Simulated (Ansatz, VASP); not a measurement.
## BaScO2F in VASP and in Ansatz

```
Ba Sc O F
1.0
     4.20695    0.00000    0.00000
     0.00000    4.20695    0.00000
     0.00000    0.00000    4.35881
Ba Sc O F
1 1 2 1
Direct
  0.50000 0.50000 0.50000
  0.00000 0.00000 0.00000
  0.50000 0.00000 0.00000
  0.00000 0.50000 0.00000
  0.00000 0.00000 0.50000
```

Change from the starting cell: strain +0.0350 x Voigt [0, 0, 1, 0, 0, 0], atoms carried along.

Alike in both runs: task single point; functional LDA; k mesh 6 × 6 × 6; occupations gaussian, width 0.05 eV; no spin polarisation.

|  | VASP | Ansatz |
| --- | --- | --- |
| version | VASP 6.6.1 | Ansatz 0.2.0 |
| potentials or method | VASP PAW LDA potentials, release 64 (Ba_sv, Sc_sv, O_h, F_h), cutoff 910 eV | scalar-relativistic, plane waves, PAW |
| valence electrons in the cell | 40 | 40 |

VASP gave:

| Property | Result |
| --- | --- |
| gap on the k mesh at the Fermi level (eV) | 2.73 |
| least direct gap on the mesh (eV) | 3.16 |

Question: Which values does Ansatz return?

Answer: gap on the k mesh at the Fermi level (eV): 2.79; least direct gap on the mesh (eV): 3.21.

LDA's correlation is that of Perdew and Zunger in VASP and of Perdew and Wang (1992) in Ansatz.

Neither program's run includes spin-orbit coupling. Noted on VASP's run: the cutoff is short for stress, so the pressure is rough.
